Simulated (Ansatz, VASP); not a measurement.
One calculation of Mn3O4, two programs

File INCAR:

```
SYSTEM = Mn3O4
PREC = Accurate
ENCUT = 520
EDIFF = 1E-7
ISMEAR = -1
SIGMA = 0.02
LREAL = .FALSE.
LASPH = .TRUE.
NELM = 150
ALGO = Normal
ISIF = 2
LWAVE = .FALSE.
LCHARG = .TRUE.
ISPIN = 2
MAGMOM = 4.5 4.5 -4.5 4.5 4.5 -4.5 0 0 0 0 0 0 0 0
LORBIT = 11
LMAXMIX = 4
LDAU = .TRUE.
LDAUTYPE = 2
LDAUL = 2 -1
LDAUU = 3.9 0
LDAUJ = 0 0
LDAUPRINT = 1
LELF = .TRUE.
LVHAR = .TRUE.
NBANDS = 80
```

File KPOINTS:

```
regular mesh
0
G
  3 3 4
  0 0 0
```

File POSCAR:

```
Mn3O4
1.0
   -2.8795000000      2.8795000000      4.7300000000
    2.8795000000     -2.8795000000      4.7300000000
    2.8795000000      2.8795000000     -4.7300000000
Mn O
6 8
Direct
    0.0000000000      0.0000000000      0.0000000000
    0.7500000000      0.2500000000      0.5000000000
    0.8750000000      0.6250000000      0.2500000000
    0.3750000000      0.6250000000      0.2500000000
    0.3750000000      0.6250000000      0.7500000000
    0.3750000000      0.1250000000      0.7500000000
    0.6040000000      0.3840000000      0.2200000000
    0.1340000000      0.4140000000      0.2800000000
    0.1640000000      0.3840000000      0.7800000000
    0.1340000000      0.8540000000      0.7200000000
    0.1460000000      0.8660000000      0.2800000000
    0.6160000000      0.3960000000      0.7800000000
    0.5860000000      0.8660000000      0.7200000000
    0.6160000000      0.8360000000      0.2200000000
```

Input for Ansatz:

```yaml
crystal:
  lattice:
    - [-2.8795, 2.8795, 4.73]
    - [2.8795, -2.8795, 4.73]
    - [2.8795, 2.8795, -4.73]
  atoms:
    - { symbol: Mn, position: [0.0, 0.0, 0.0], spin: 4.5 }
    - { symbol: Mn, position: [0.75, 0.25, 0.5], spin: 4.5 }
    - { symbol: Mn, position: [0.875, 0.625, 0.25], spin: -4.5 }
    - { symbol: Mn, position: [0.375, 0.625, 0.25], spin: 4.5 }
    - { symbol: Mn, position: [0.375, 0.625, 0.75], spin: 4.5 }
    - { symbol: Mn, position: [0.375, 0.125, 0.75], spin: -4.5 }
    - { symbol: O, position: [0.604, 0.384, 0.22] }
    - { symbol: O, position: [0.134, 0.414, 0.28] }
    - { symbol: O, position: [0.164, 0.384, 0.78] }
    - { symbol: O, position: [0.134, 0.854, 0.72] }
    - { symbol: O, position: [0.146, 0.866, 0.28] }
    - { symbol: O, position: [0.616, 0.396, 0.78] }
    - { symbol: O, position: [0.586, 0.866, 0.72] }
    - { symbol: O, position: [0.616, 0.836, 0.22] }
magnetization:
  spin_polarized: true
hamiltonian:
  xc: lda
  pseudopotentials: { kind: paw }
  hubbard: { sites: [{ species: Mn, l: d, u_eff: 3.9 }] }
basis:
  ecutwfc: 420
kpoints:
  mp_grid: { grid: [3, 3, 4] }
scf:
  occupations: { method: fermi_dirac, width: 0.02 }
  lower_state_search: standard
output:
  forces: true
  stress: true
  write_density: true
  write_potential: true
  elf: true
  volumetric_format: npy
```

Alike in both runs: task single point; functional LDA; k mesh 3 × 3 × 4; occupations fermi-dirac, width 0.02 eV; collinear spin; Hubbard terms Mn d U = 3.9 eV.

|  | VASP | Ansatz |
| --- | --- | --- |
| version | VASP 6.6.1 | Ansatz 0.2.0 |
| potentials or method | VASP PAW LDA potentials, release 64 (Mn_pv, O), cutoff 520 eV | PAW, plane waves, scalar-relativistic |
| valence electrons in the cell | 126 | 138 |

VASP gave:

* gap on the k mesh at the Fermi level (eV): 1.34
* pressure (GPa): -3.6
* traceless stress, the component that is largest in VASP (GPa): -1.66
* rms of the force components (eV/Å): 0.168
* net moment per atom (μB): 0.71
* size of the moment on the site where the two differ most (μB): 4.51

Task: Estimate Ansatz's values.

Result: gap on the k mesh at the Fermi level (eV): 1.29; pressure (GPa): -3.6; traceless stress, the component that is largest in VASP (GPa): -0.49; rms of the force components (eV/Å): 0.132; net moment per atom (μB): 0.71; size of the moment on the site where the two differ most (μB): 4.01.

LDA's correlation is that of Perdew and Zunger in VASP and of Perdew and Wang (1992) in Ansatz. Site moments also hang on the region over which each program counts them. The programs project onto different local orbitals, so the same U acts differently, and such runs can settle in different states. Atom by atom the forces differ by 0.050 eV/Å (rms over components). VASP's potentials hold 126 valence electrons a cell and Ansatz's 138, so a difference there can come from the potentials and not from the codes.

The k mesh is coarse, so the values compare programs but aren't converged.
